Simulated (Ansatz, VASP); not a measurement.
**Two plane-wave programs on Tl**

The input INCAR:

```
SYSTEM = Tl
ALGO = Normal ; EDIFF = 1E-6
ENCUT = 520 ; GGA = PE
ISIF = 2 ; ISMEAR = -1
LASPH = .TRUE. ; LCHARG = .FALSE.
LREAL = .FALSE. ; LWAVE = .FALSE.
NBANDS = 26 ; NELM = 100
PREC = Accurate ; SIGMA = 0.1
```

KPOINTS

```
k-points
0
G
  7 7 10
  0 0 0
```

The input POSCAR:

```
Tl
1.0
    5.7788869846      0.0000000000      0.0000000000
   -2.8894434923      5.0046629342      0.0000000000
    0.0000000000      0.0000000000      3.5515723407
Tl
3
Direct
    1.0000000000      0.0000000000      0.0000000000
    0.3333333333      0.6666666667      0.5000000000
    0.6666666667      0.3333333333      0.5000000000
```

Input for Ansatz:

```yaml
crystal:
  lattice:
    - [5.7788869846, 0.0, 0.0]
    - [-2.8894434923, 5.0046629342, 0.0]
    - [0.0, 0.0, 3.5515723407]
  atoms:
    - { symbol: Tl, position: [1.0, 0.0, 0.0] }
    - { symbol: Tl, position: [0.3333333333, 0.6666666667, 0.5] }
    - { symbol: Tl, position: [0.6666666667, 0.3333333333, 0.5] }
hamiltonian:
  xc: pbe
  pseudopotentials:
    kind: paw
    azcp:
      Tl: "pseudopotentials/Tl.paw.azcp"
basis:
  ecutwfc: 420
  fft_grid_basis: typed
kpoints:
  mp_grid: { grid: [7, 7, 10], shift: [0, 0, 0] }
magnetization:
  spin_polarized: false
scf:
  occupations: { method: fermi_dirac, width: 0.1 }
  lower_state_search: "off"
output:
  stress: true
  write_density: true
  write_potential: true
  elf: true
  volumetric_format: npy
```

Alike in both runs: task single point; functional PBE; k mesh 7 × 7 × 10; occupations fermi-dirac, width 0.1 eV; no spin polarisation.

|  | VASP | Ansatz |
| --- | --- | --- |
| version | VASP 6.6.1 | Ansatz 0.2.0 |
| potentials or method | VASP PAW PBE potentials, release 64 (Tl_d), cutoff 520 eV | plane waves (420 eV) with PAW, scalar-relativistic |
| valence electrons in the cell | 39 | 39 |

|  | VASP | Ansatz | Ansatz less VASP |
| --- | --- | --- | --- |
| pressure (GPa) | -1.6 | -1.6 | +0.05 |

Neither program's run includes spin-orbit coupling.
